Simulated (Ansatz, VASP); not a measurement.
# One calculation of Ge, two programs

```
CELL_PARAMETERS angstrom
4.68490 2.70483 2.12193
-4.68490 2.70483 2.12193
0.00000 -5.40966 2.12193
ATOMIC_POSITIONS crystal
Ge 0.71604 0.71604 0.71604
Ge 0.28396 0.28396 0.28396
Ge 0.02894 0.72536 0.53229
Ge 0.53229 0.02894 0.72536
Ge 0.72536 0.53229 0.02894
Ge 0.97106 0.27464 0.46771
Ge 0.46771 0.97106 0.27464
Ge 0.27464 0.46771 0.97106
```

Alike in both runs: task single point; functional LDA; k mesh 9 × 9 × 9; occupations gaussian, width 0.15 eV; no spin polarisation.

```csv
,VASP,Ansatz
version,VASP 6.6.1,Ansatz 0.2.0
potentials or method,"VASP PAW LDA potentials, release 64 (Ge_d), cutoff 520 eV","scalar-relativistic, plane waves, PAW"
valence electrons in the cell,112,112
```

Ansatz gave:

```
gap on the k mesh at the Fermi level (eV)                     : none
pressure (GPa)                                                : 1.1
traceless stress, the component that is largest in VASP (GPa) : -11.22
rms of the force components (eV/Å)                            : 0.487
```

Estimate VASP's values.

gap on the k mesh at the Fermi level (eV): none; pressure (GPa): 1.1; traceless stress, the component that is largest in VASP (GPa): -11.31; rms of the force components (eV/Å): 0.493.

Ansatz warns that its potentials were made for another functional, while VASP's fit it. LDA's correlation is that of Perdew and Zunger in VASP and of Perdew and Wang (1992) in Ansatz. Atom by atom the forces differ by 0.008 eV/Å (rms over components). A gap of «none» marks a metal or a gap that the smearing closes.
